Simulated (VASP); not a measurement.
Crystal: C.

```xyz
4
Lattice="2.4700 0.0000 0.0000 -1.2350 2.1391 0.0000 0.0000 0.0000 6.7900" Properties=species:S:1:pos:R:3 pbc="T T T"
C     0.0000    0.0000    0.0000
C     0.0000    0.0000    3.3950
C     0.0000    1.4261    0.0340
C     1.2350    0.7130    3.4289
```

* Program: VASP 6.6.1
* Task: relaxation of cell and atoms
* Functional: LDA
* Potentials or basis: VASP PAW LDA potentials, release 64 (C)
* Cutoff: 600 eV
* k mesh: 12 × 12 × 4
* Occupations: gaussian, width 0.1 eV
* Spin: no spin polarisation

At the start: pressure -8.2 GPa; volume 8.97 Å³/atom.

**Question.** How do energy, volume and symmetry change on relaxing?

**Answer.** Over 8 steps the energy falls by 12.0 meV/atom and the volume is 8.69 Å³/atom (-3.1 %); space group P6_3/mmc (No. 194, to 0.05 Å).

Step by step:
| step | energy change (eV) | largest force (eV/Å) | pressure (GPa) | volume (Å³) |
| --- | --- | --- | --- | --- |
| 1 | 0.0000 | 0.5936 | -8.21 | 35.88 |
| 2 | 0.1110 | 0.3960 | 20.76 | 33.53 |
| 3 | -0.0418 | 0.2492 | 0.81 | 35.06 |
| 4 | -0.0418 | 0.2422 | 1.01 | 35.04 |
| 5 | -0.0444 | 0.1721 | -1.29 | 35.14 |
| 6 | -0.0462 | 0.0090 | -0.38 | 35.10 |
| 7 | -0.0467 | 0.0112 | -0.29 | 35.02 |
| 8 | -0.0478 | 0.0177 | 0.02 | 34.77 |

Final structure:
```
C
1.0
     2.44546    0.00000    0.00000
    -1.22273    2.11783    0.00000
     0.00000    0.00000    6.71452
C
4
Direct
  0.00000 0.00000 0.00258
  0.00000 0.00000 0.50258
  0.33333 0.66667 0.00242
  0.66667 0.33333 0.50242
```

Caveat: the relaxation stopped at a loose force limit of 0.05 eV/Å, so its end isn't a converged minimum.
